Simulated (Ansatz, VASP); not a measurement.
# TlCl: VASP beside Ansatz

```xyz
2
Lattice="3.7936 0.0000 0.0000 0.0000 3.7936 0.0000 0.0000 0.0000 3.7936" Properties=species:S:1:pos:R:3 pbc="T T T"
Tl    0.0000    0.0000    0.0000
Cl    1.8968    1.8968    1.8968
```

Alike in both runs: task single point; functional PBE; k mesh 4 × 4 × 4; no spin polarisation.

|  | VASP | Ansatz |
| --- | --- | --- |
| version | VASP 6.6.1 | Ansatz 0.2.0 |
| potentials or method | VASP PAW PBE potentials, release 64 (Tl_d, Cl) | plane waves |
| plane-wave cutoff (eV) | 500 | 420 |
| occupations | gaussian, width 0.01 eV | fixed |
| valence electrons in the cell | 20 | 20 |

Ansatz gave:

| Item | Value |
| --- | --- |
| gap on the k mesh at the Fermi level (eV) | 1.99 |
| pressure (GPa) | 2.4 |

Q: What did VASP give for the same quantities?

A: gap on the k mesh at the Fermi level (eV): 1.99; pressure (GPa): 2.3.

Neither program's run includes spin-orbit coupling.
